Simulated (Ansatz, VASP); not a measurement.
Pt: VASP beside Ansatz

INCAR

```
SYSTEM = Pt
ALGO = Fast
EDIFF = 1E-6
ENCUT = 520
GGA = PE
ISIF = 2
ISMEAR = 0
LASPH = .TRUE.
LCHARG = .FALSE.
LREAL = .FALSE.
LWAVE = .FALSE.
NBANDS = 11
NELM = 60
PREC = Accurate
SIGMA = 0.15
```

KPOINTS

```
k-points
0
G
  22 22 22
  0 0 0
```

Contents of POSCAR:

```
Pt
1.0
    0.0000000000      1.9579555148      2.2849340858
    1.9579555148      0.0000000000      2.2849340858
    1.9579555148      1.9579555148      0.0000000000
Pt
1
Direct
    0.0000000000      0.0000000000      0.0000000000
```

Input for Ansatz:

```yaml
crystal:
  lattice:
    - [0.0, 1.9579555148, 2.2849340858]
    - [1.9579555148, 0.0, 2.2849340858]
    - [1.9579555148, 1.9579555148, 0.0]
  atoms:
    - { symbol: Pt, position: [0.0, 0.0, 0.0] }
basis:
  ecutwfc: 420
kpoints:
  mp_grid: { grid: [22, 22, 22] }
hamiltonian:
  xc: pbe
  pseudopotentials: { kind: paw, azcp: { folder: soft_1 } }
scf:
  occupations: { method: gaussian, width: 0.15 }
output:
  forces: true
  stress: true
  eigenvalues: true
```

Alike in both runs: task single point; functional PBE; k mesh 22 × 22 × 22; occupations gaussian, width 0.15 eV; no spin polarisation.

|  | VASP | Ansatz |
| --- | --- | --- |
| version | VASP 6.6.1 | Ansatz 0.2.0 |
| potentials or method | VASP PAW PBE potentials, release 64 (Pt), cutoff 520 eV | scalar-relativistic, plane waves, PAW |
| valence electrons in the cell | 10 | 18 |

Ansatz gave:

| Property | Result |
| --- | --- |
| gap on the k mesh at the Fermi level (eV) | none |
| pressure (GPa) | -18.1 |
| traceless stress, the component that is largest in VASP (GPa) | -7.71 |

Problem. Which values does VASP return?

Solution. gap on the k mesh at the Fermi level (eV): none; pressure (GPa): -18.4; traceless stress, the component that is largest in VASP (GPa): -7.63.

A gap of «none» marks a metal or a gap that the smearing closes. VASP's potentials hold 10 valence electrons a cell and Ansatz's 18, so a difference there can come from the potentials and not from the codes.

Spin-orbit coupling is off throughout.
